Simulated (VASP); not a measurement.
# La (Im-3m) in VASP: notebook, part 2 of 2

VASP 6.6.1. Earlier steps stand in the parts before.

## (5) Relaxation of cell and atoms, PBEsol, target pressure 20 GPa, at which the enthalpy is minimised

This run uses another cell than the first one, of 38.32 Å³/atom.

The input, INCAR:

```
PREC = Accurate
ENCUT = 600
EDIFF = 1E-6
ISMEAR = 0
SIGMA = 0.05
LREAL = False
LASPH = True
NELM = 60
ALGO = Normal
ISIF = 3
LWAVE = False
LCHARG = False
GGA = PS
IBRION = 2
NSW = 60
EDIFFG = -0.03
PSTRESS = 200.0
```

The input, KPOINTS:

```
regular mesh
0
Gamma
  7 7 7
```

The input, POSCAR:

```
La
1.0
    3.6785830288     -0.0000000204     -0.0000000353
   -1.2261943237      3.4682013466     -0.0000000353
   -1.2261943237     -1.7341006224      3.0035505010
La
1
Direct
    0.0000000000      0.0000000000      0.0000000000
```

Command:

```
> cat potpaw_PBE.64/La/POTCAR > POTCAR
> mpirun -np 1 vasp_std > vasp.out
```

Run time: 82 s. Hardware: 1 thread of Intel Xeon Platinum 8559C (Emerald Rapids), shared host; peak memory 0.2 GiB.

The run converged. Its results:

```
Free energy                                                : -4.6301 eV
Relaxed volume                                             : 23.39 Å³/atom
Relaxed cell                                               : a = 3.120 Å, b = 3.120 Å, c = 3.120 Å, α = 109.47°, β = 109.47°, γ = 109.47°
Space group after relaxing (to 0.1 Å)                      : Im-3m (No. 229)
Energy change on relaxing (the run minimises the enthalpy) : +553.3 meV/atom
Ionic steps                                                : 9
Pressure after relaxing                                    : 20.2 GPa
Band gap on the k mesh                                     : zero (an odd number of electrons rules out a gap without spin polarisation)
```

Step by step:
```tsv
step	energy change (eV)	largest force (eV/Å)	pressure (GPa)	volume (Å³)
1	0.0000	0.0000	-2.49	38.32
2	3.1245	0.0000	120.06	15.56
3	0.4241	0.0000	17.77	24.47
4	0.4639	0.0000	19.04	24.13
5	0.4940	0.0000	19.19	23.88
6	1.2847	0.0000	44.24	19.42
7	0.5230	0.0000	19.18	23.63
8	0.8356	0.0000	27.80	21.46
9	0.5533	0.0000	20.20	23.39
```

Final structure:
```
La
1.0
     3.12027    0.00000    0.00000
    -1.04009    2.94182    0.00000
    -1.04009   -1.47091    2.54769
La
1
Direct
  0.00000 0.00000 0.00000
```

Levels at points of the mesh, in eV from the Fermi level:
```tsv
k point	band 2	band 3	band 4	band 5	band 6	band 7	band 8	band 9
(0.00, 0.00, 0.00)	-13.85	-13.85	-13.85	-1.83	1.86	1.86	1.86	1.94
```

Caveat: the cell is relaxed towards a set pressure, so the run minimises the enthalpy, not the energy; the volume moved by over 15 % at a fixed basis, so the end points are rough; the PAW data sets were made with another functional, which shifts forces and pressure a little; spin-orbit coupling is left out, which moves the levels of the heavy elements.

## (6) Relaxation of cell and atoms, PBEsol, target pressure 30 GPa, at which the enthalpy is minimised

This run uses another cell than the first one, of 38.32 Å³/atom.

The input, INCAR:

```
SYSTEM = La
ALGO = Normal
EDIFF = 1E-6
EDIFFG = -0.03
ENCUT = 600
GGA = PS
IBRION = 2
ISIF = 3
ISMEAR = 0
LASPH = .TRUE.
LCHARG = .FALSE.
LREAL = .FALSE.
LWAVE = .FALSE.
NELM = 60
NSW = 60
PREC = Accurate
PSTRESS = 300.0
SIGMA = 0.05
```

The input, KPOINTS:

```
k-points
0
G
  7 7 7
  0 0 0
```

POSCAR is that of step 5.

Potentials or basis: VASP PAW PBE potentials, release 64 (La).

Command:

```
> cat potpaw_PBE.64/La/POTCAR > POTCAR
> mpirun -np 1 vasp_std > vasp.out
```

Wall time 86 s (1 thread of Intel Xeon Platinum 8559C (Emerald Rapids), shared host); peak memory 0.22 GiB.

It converged, with:

| Quantity | Value |
| --- | --- |
| Free energy | -4.2851 eV |
| Relaxed volume | 21.11 Å³/atom |
| Relaxed cell | a = 3.016 Å, b = 3.016 Å, c = 3.016 Å, α = 109.47°, β = 109.47°, γ = 109.47° |
| Space group after relaxing (to 0.1 Å) | Im-3m (No. 229) |
| Energy change on relaxing (the run minimises the enthalpy) | +898.3 meV/atom |
| Ionic steps | 10 |
| Pressure after relaxing | 30.0 GPa |
| Band gap on the k mesh | zero (an odd number of electrons rules out a gap without spin polarisation) |

The path:
```tsv
step	energy change (eV)	largest force (eV/Å)	pressure (GPa)	volume (Å³)
1	0.0000	0.0000	-2.49	38.32
2	15.4445	0.0000	684.99	9.36
3	0.0158	0.0000	4.20	31.49
4	0.1483	0.0000	7.05	27.96
5	1.7831	0.0000	65.03	17.92
6	0.6711	0.0000	22.87	22.51
7	0.8245	0.0000	27.40	21.52
8	0.9104	0.0000	30.46	21.05
9	0.8793	0.0000	29.36	21.21
10	0.8983	0.0000	30.03	21.11
```

Final structure:
```cif
data_structure
_symmetry_space_group_name_H-M 'P 1'
_symmetry_Int_Tables_number 1
_cell_length_a 3.0156
_cell_length_b 3.0156
_cell_length_c 3.0156
_cell_angle_alpha 109.471
_cell_angle_beta 109.471
_cell_angle_gamma 109.471
_cell_volume 21.11
loop_
_atom_site_label
_atom_site_type_symbol
_atom_site_fract_x
_atom_site_fract_y
_atom_site_fract_z
_atom_site_occupancy
La1 La 0.00000 0.00000 0.00000 1
```

Levels at points of the mesh, in eV from the Fermi level:
| k point | band 1 | band 2 | band 3 | band 4 | band 5 | band 6 | band 7 | band 8 | band 9 |
| --- | --- | --- | --- | --- | --- | --- | --- | --- | --- |
| (0.00, 0.00, 0.00) | -33.15 | -13.30 | -13.30 | -13.30 | -1.07 | 1.83 | 1.83 | 1.83 | 2.04 |

Caveat: the cell is relaxed towards a set pressure, so the run minimises the enthalpy, not the energy; the volume moved by over 15 % at a fixed basis, so the end points are rough; the PAW data sets were made with another functional, which shifts forces and pressure a little; spin-orbit coupling is left out, which moves the levels of the heavy elements.

## (7) The runs side by side

```tsv
task	cell	cutoff (eV)	gap on the mesh (eV)	pressure (GPa)
single point	a = 3.570 Å, angles 109.5°, 1 atom	520	none	0.0
relaxation of cell and atoms	relaxed from a = 3.679 Å, angles 109.5°, 1 atom	600	none	0.0
relaxation of cell and atoms	relaxed to 10 GPa from a = 3.679 Å, angles 109.5°, 1 atom	600	none	9.9
relaxation of cell and atoms	relaxed to 20 GPa from a = 3.679 Å, angles 109.5°, 1 atom	600	none	20.2
relaxation of cell and atoms	relaxed to 30 GPa from a = 3.679 Å, angles 109.5°, 1 atom	600	none	30.0
```

Alike in all rows: level PBEsol; potentials or basis VASP PAW PBE potentials, release 64 (La); no spin polarisation; k mesh 7 × 7 × 7; smearing gaussian 0.05 eV.

Caveats: the PAW data sets were made with another functional, which shifts forces and pressure a little; spin-orbit coupling is left out, which moves the levels of the heavy elements; the cell is relaxed towards a set pressure, so the run minimises the enthalpy, not the energy (at least some runs); the volume moved by over 15 % at a fixed basis, so the end points are rough (at least some runs).

Total energies depend on the potentials used, so only differences within one code and one set of settings carry meaning.
